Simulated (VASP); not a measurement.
Runs of VASP 6.6.1 on Ti. The structure is that of space group Im-3m (No. 229), or close to it. The cells are those of the table. This isn't the form of Ti at room conditions, which is hcp.

```csv
spin,fixed moment (μB),cell,gap on the mesh (eV),pressure (GPa),moment (μB)
off,-,"a = 2.776 Å, angles 109.5°, 1 atom",none,5.0,-
off,-,"a = 2.902 Å, angles 109.5°, 1 atom",none,-8.0,-
collinear,0.6,"a = 2.732 Å, angles 109.5°, 1 atom",-,(b),0.60
collinear,0.3,"a = 2.979 Å, angles 109.5°, 1 atom",-,(a),0.30
off,-,"a = 2.686 Å, angles 109.5°, 1 atom",none,19.1,-
```

Alike in all rows: task single point; level PBE; potentials or basis VASP PAW PBE potentials, release 64 (Ti_sv); k mesh 22 × 22 × 22; cutoff (eV) 520; smearing gaussian 0.15 eV.

Task: Estimate the missing entries.

Result: (a) -13.0; (b) 12.6.

Caveats: the cell stands under pressure (at least some runs); the cell stands under tension (at least some runs); the total moment is fixed, so each spin has its own Fermi level (at least some runs).

A gap of «none» marks levels without a gap at the run's occupations.
